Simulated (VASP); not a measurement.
Here is a VASP 6.6.1 calculation.

File INCAR:

```
PREC     = Accurate       # precision mode
ENCUT    = 520            # plane-wave cutoff, eV
EDIFF    = 1E-7           # SCF threshold, eV
ISMEAR   = -1             # smearing method
SIGMA    = 0.02           # smearing width, eV
LREAL    = F              # projectors in reciprocal space
LASPH    = T              # aspherical terms in the spheres
NELM     = 80             # most SCF steps
ALGO     = Normal         # electronic algorithm
ISIF     = 2              # what is computed and relaxed
LWAVE    = F              # write WAVECAR
LCHARG   = F              # write CHGCAR
GGA      = PE             # functional
NBANDS   = 11             # bands
```

Contents of KPOINTS:

```
Automatic mesh
0
Gamma
  16 16 16
```

Contents of POSCAR:

```
BP
1.0
    0.0000000000      2.2383340787      2.2383340787
    2.2383340787      0.0000000000      2.2383340787
    2.2383340787      2.2383340787      0.0000000000
B P
1 1
Direct
    0.0000000000      0.0000000000      0.0000000000
    0.2500000000      0.2500000000      0.2500000000
```

Potentials or basis: VASP PAW PBE potentials, release 64 (B, P).

The run is started by

```console
$ cat potpaw_PBE.64/B/POTCAR potpaw_PBE.64/P/POTCAR > POTCAR
$ mpirun -np 1 vasp_std > vasp.out
```

Problem. What does it give for the pressure?

Solution. 8.2 GPa.

Problem. Estimate the band gap on the k mesh.

Solution. 1.18 eV, indirect (least direct gap 3.46 eV).

 A k mesh can miss the band edges.
